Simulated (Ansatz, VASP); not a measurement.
# MnSi in VASP and in Ansatz

```
CELL_PARAMETERS angstrom
4.54800 0.00000 0.00000
0.00000 4.54800 0.00000
0.00000 0.00000 4.54800
ATOMIC_POSITIONS crystal
Mn 0.86200 0.63800 0.36200
Mn 0.63800 0.36200 0.86200
Mn 0.36200 0.86200 0.63800
Mn 0.13800 0.13800 0.13800
Si 0.15400 0.34600 0.65400
Si 0.34600 0.65400 0.15400
Si 0.65400 0.15400 0.34600
Si 0.84600 0.84600 0.84600
```

Alike in both runs: task relaxation of cell and atoms; functional PBEsol; k mesh 6 × 6 × 6; occupations fermi-dirac, width 0.05 eV; collinear spin.

```csv
,VASP,Ansatz
version,VASP 6.6.1,Ansatz 0.2.0
potentials or method,"VASP PAW PBE potentials, release 64 (Mn_pv, Si)",Ansatz PAW
plane-wave cutoff (eV),600,420
valence electrons in the cell,68,76
```

```tsv
	VASP	Ansatz	Ansatz less VASP
gap on the k mesh at the Fermi level, each at its own relaxed structure (eV)	none	none	-
net moment per atom (μB)	0.43	0.43	+0.001
size of the moment on the site where the two differ most (μB)	0.91	0.86	-0.046
relaxed volume (Å³/atom)	11.16	11.16	0.000
relaxed cell length with the largest relative difference (Å)	4.469	4.469	0.0000
```

VASP's potentials were made for PBE, not for PBEsol. Site moments also hang on the region over which each program counts them. A gap of «none» marks a metal or a gap that the smearing closes. VASP's potentials hold 68 valence electrons a cell and Ansatz's 76, so a difference there can come from the potentials and not from the codes.

Noted on Ansatz's run: the plane-wave basis is chosen anew once the cell has moved, so the energies of steps on either side of that aren't comparable.
